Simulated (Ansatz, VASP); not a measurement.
**PbS: VASP beside Ansatz**

```xyz
2
Lattice="2.1127 1.2197 3.4519 -2.1127 1.2197 3.4519 0.0000 -2.4395 3.4519" Properties=species:S:1:pos:R:3 pbc="T T T"
Pb    0.0000    0.0000   10.1545
S     0.0000    0.0000    4.9193
```

Alike in both runs: task single point; functional r2SCAN; k mesh 8 × 8 × 8; occupations fermi-dirac, width 0.05 eV; no spin polarisation.

```csv
,VASP,Ansatz
version,VASP 6.6.1,Ansatz 0.2.0
potentials or method,"VASP PAW PBE potentials, release 64 (Pb_d, S)",Ansatz PAW
plane-wave cutoff (eV),520,500
valence electrons in the cell,20,20
```

VASP gave:

```
gap on the k mesh at the Fermi level (eV) : 0.72
least direct gap on the mesh (eV)         : 0.72
pressure (GPa)                            : 0.0
rms of the force components (eV/Å)        : 0.007
```

Q: What did Ansatz give for the same quantities?

A: gap on the k mesh at the Fermi level (eV): 0.71; least direct gap on the mesh (eV): 0.71; pressure (GPa): 0.0; rms of the force components (eV/Å): 0.006.

VASP's potentials were made for PBE, not for r2SCAN. Atom by atom the forces differ by 0.001 eV/Å (rms over components). The functional is the same, so the differences come from potentials, cutoffs and numerics.

Spin-orbit coupling is off throughout.
